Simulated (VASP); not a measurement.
Runs of VASP 6.6.1 on GaAs. The structure is that of space group P6_3/mmc (No. 194), or close to it. The cells are those of the table. 

```tsv
task	level	cell	k mesh	cutoff (eV)	gap on the mesh (eV)	pressure (GPa)	relaxed volume (Å³/atom)
single point	r2SCAN	a = 4.250, b = 4.250, c = 5.773 Å, angles 90.0, 90.0, 120.0°, 4 atoms	12 × 12 × 4	520	none	0.0	-
relaxation of cell and atoms	r2SCAN	relaxed from a = 4.326, b = 4.326, c = 5.796 Å, angles 90.0, 90.0, 120.0°, 4 atoms	6 × 6 × 4	600	none	0.0	22.57
relaxation of cell and atoms	PBE	relaxed from a = 4.113, b = 4.113, c = 5.141 Å, angles 90.0, 90.0, 120.0°, 4 atoms	6 × 6 × 4	600	none	0.0	23.55
single point	r2SCAN	a = 4.250, b = 4.250, c = 5.773 Å, angles 90.0, 90.0, 120.0°, 4 atoms	6 × 6 × 4	520	none	0.0	-
single point	PBE	a = 4.250, b = 4.250, c = 5.773 Å, angles 90.0, 90.0, 120.0°, 4 atoms	12 × 12 × 4	520	none	2.6	-
single point	PBE	a = 4.326, b = 4.326, c = 5.796 Å, angles 90.0, 90.0, 120.0°, 4 atoms	6 × 6 × 4	520	none	(a)	-
```

Alike in all rows: potentials or basis VASP PAW PBE potentials, release 64 (Ga_d, As); no spin polarisation; smearing fermi-dirac 0.02 eV.

Task: Estimate the missing entries.

Result: (a) 0.1.

Caveats: the PAW data sets were made with another functional, which shifts forces and pressure a little (at least some runs); the volume moved by over 15 % at a fixed basis, so the end points are rough (at least some runs).

A k mesh can miss the band edges, and the runs leave out spin-orbit coupling on As, Ga.

A gap of «none» marks levels without a gap at the run's occupations.
